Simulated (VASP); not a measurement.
## Mo: relaxation of cell and atoms with PBE

The system is Mo.

```
Mo
1.0
    -1.53007    1.53007    1.53007
     1.53007   -1.53007    1.53007
     1.53007    1.53007   -1.53007
Mo
1
Direct
  0.00000 0.00000 0.00000
```

| Item | Value |
| --- | --- |
| Program | VASP 6.6.1 |
| Task | relaxation of cell and atoms |
| Functional | PBE |
| Potentials or basis | VASP PAW PBE potentials, release 64 (Mo_sv) |
| Cutoff | 600 eV |
| k mesh | 18 × 18 × 18 |
| Occupations | fermi-dirac, width 0.05 eV |
| Spin | no spin polarisation |
| Target pressure | 31 GPa |
| Dipole correction | no |
| Further INCAR settings | ALGO = Normal; EDIFF = 1e-07; IBRION = 2; EDIFFG = -0.005; NSW = 32; ISIF = 3 |

```json
{"Relaxed volume": "14.35 Å³/atom", "Relaxed cell": "a = 2.652 Å, b = 2.652 Å, c = 2.652 Å, α = 109.47°, β = 109.47°, γ = 109.47°", "Space group after relaxing (to 0.05 Å)": "Im-3m (No. 229)", "Energy change on relaxing (the enthalpy is what falls)": "-4.8 meV/atom", "Ionic steps": "3", "Pressure after relaxing": "31.0 GPa", "Band gap on the k mesh": "zero (band 7 reaches 18.50 eV, above the bottom of band 8 at 12.47 eV)"}
```

Step by step:
| step | energy change (eV) | largest force (eV/Å) | pressure (GPa) | volume (Å³) |
| --- | --- | --- | --- | --- |
| 1 | 0.0000 | 0.0000 | 31.67 | 14.33 |
| 2 | -0.0234 | 0.0000 | 28.34 | 14.45 |
| 3 | -0.0048 | 0.0000 | 31.01 | 14.35 |

Final structure:
```xyz
1
Lattice="-1.5309 1.5309 1.5309 1.5309 -1.5309 1.5309 1.5309 1.5309 -1.5309" Properties=species:S:1:pos:R:3 pbc="T T T"
Mo    0.0000    0.0000    0.0000
```

Levels at points of the mesh, in eV from the Fermi level:
| k point | band 3 | band 4 | band 5 | band 6 | band 7 | band 8 | band 9 | band 10 | band 11 |
| --- | --- | --- | --- | --- | --- | --- | --- | --- | --- |
| (0.00, 0.00, 0.00) | -34.39 | -34.39 | -7.53 | -1.58 | -1.58 | -1.58 | 1.78 | 1.78 | 14.91 |
| (0.50, 0.00, 0.00) | -34.96 | -34.41 | -5.90 | -3.87 | 1.86 | 1.96 | 2.57 | 5.34 | 12.09 |
| (0.50, 0.50, 0.50) | -35.63 | -35.63 | -6.17 | -6.17 | 4.45 | 4.45 | 4.45 | 9.73 | 9.73 |

Run time: 31 s on 1 thread of Intel(R) Xeon(R) Platinum 8488C (Sapphire Rapids), on a shared host, peak memory 0.17 GiB.

Caveat: the cell is relaxed towards a set pressure, so the enthalpy falls and the energy may rise.
